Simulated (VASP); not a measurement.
A run of VASP 6.6.1:

The input INCAR:

```
ALGO = Fast
EDIFF = 1E-6
ENCUT = 520
GGA = PE
ISIF = 2
ISMEAR = 0
LASPH = True
LCHARG = False
LREAL = False
LWAVE = False
NBANDS = 44
NELM = 80
PREC = Accurate
SIGMA = 0.05
```

The input KPOINTS:

```
k-points
0
Gamma
  10 10 10
```

File POSCAR:

```
CoSn
1.0
    5.3307707237      0.0000000000      0.0000000000
   -2.6653853619      4.6165828684      0.0000000000
    0.0000000000      0.0000000000      4.2592223186
Co Sn
3 3
Direct
    0.0000000000      0.5000000000      0.0000000000
    0.5000000000      0.5000000000      0.0000000000
    0.5000000000      0.0000000000      0.0000000000
    0.6666666667      0.3333333333      0.5000000000
    0.3333333333      0.6666666667      0.5000000000
    0.0000000000      0.0000000000      0.0000000000
```

Potentials or basis: VASP PAW PBE potentials, release 64 (Co, Sn_d).

Run with:

```bash
$ cat potpaw_PBE.64/Co/POTCAR potpaw_PBE.64/Sn_d/POTCAR > POTCAR
$ mpirun -np 1 vasp_std > vasp.out
```

Hardware: 1 thread of Oxide Virtual Turin-like Processor (shared host).

Estimate the wall time of this run.

It took 11 min on 1 thread of Oxide Virtual Turin-like Processor (shared host), peak memory 0.4 GiB. Counts: scf iterations 16, k points 84.
